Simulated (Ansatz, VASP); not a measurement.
# PbS: VASP beside Ansatz

```
CELL_PARAMETERS angstrom
2.16125 1.24780 3.45087
-2.16125 1.24780 3.45087
0.00000 -2.49560 3.45087
ATOMIC_POSITIONS crystal
Pb 0.97815 0.97815 0.97815
S 0.47745 0.47745 0.47745
```

Alike in both runs: task single point; functional r2SCAN; k mesh 9 × 9 × 9; occupations gaussian, width 0.05 eV; no spin polarisation.

|  | VASP | Ansatz |
| --- | --- | --- |
| version | VASP 6.6.1 | Ansatz 0.2.0 |
| potentials or method | VASP PAW PBE potentials, release 64 (Pb_d, S), cutoff 520 eV | scalar-relativistic, plane waves, PAW |
| valence electrons in the cell | 20 | 20 |

VASP gave:

* pressure (GPa): -2.5
* traceless stress, the component that is largest in VASP (GPa): 0.61

Question: Which values does Ansatz return?

Answer: Pressure (GPa): -2.4; traceless stress, the component that is largest in VASP (GPa): 0.61.

VASP's potentials were made for PBE, not for r2SCAN.

Neither program's run includes spin-orbit coupling.
